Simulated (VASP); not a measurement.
The system is AlN.

```
Al N
1.0
     0.00000    2.03452    2.03452
     2.03452    0.00000    2.03452
     2.03452    2.03452    0.00000
Al N
1 1
Direct
  0.50000 0.50000 0.50000
  0.00000 0.00000 0.00000
```

| Item | Value |
| --- | --- |
| Program | VASP 6.6.1 |
| Task | relaxation of cell and atoms |
| Functional | BLYP |
| Dispersion | D3(BJ) |
| Potentials or basis | VASP PAW PBE potentials, release 64 (Al, N) |
| Cutoff | 600 eV |
| k mesh | 11 × 11 × 11 |
| Occupations | fermi-dirac, width 0.05 eV |
| Spin | no spin polarisation |

At the start: pressure -9.7 GPa; volume 8.42 Å³/atom.

Where does the relaxation end?

Over 3 steps the energy falls by 10.0 meV/atom and the volume is 8.10 Å³/atom (-3.8 %); space group Fm-3m (No. 225, to 0.05 Å).

The path:
```csv
step,energy change (eV),largest force (eV/Å),pressure (GPa),volume (Å³)
1,0.0000,0.0000,-9.66,16.84
2,-0.0021,0.0000,10.41,15.64
3,-0.0199,0.0000,-0.07,16.21
```

Final structure:
```
Al N
1.0
     0.00000    2.00857    2.00857
     2.00857    0.00000    2.00857
     2.00857    2.00857    0.00000
Al N
1 1
Direct
  0.50000 0.50000 0.50000
  0.00000 0.00000 0.00000
```

Caveat: the PAW data sets were made with another functional, which shifts forces and pressure a little.
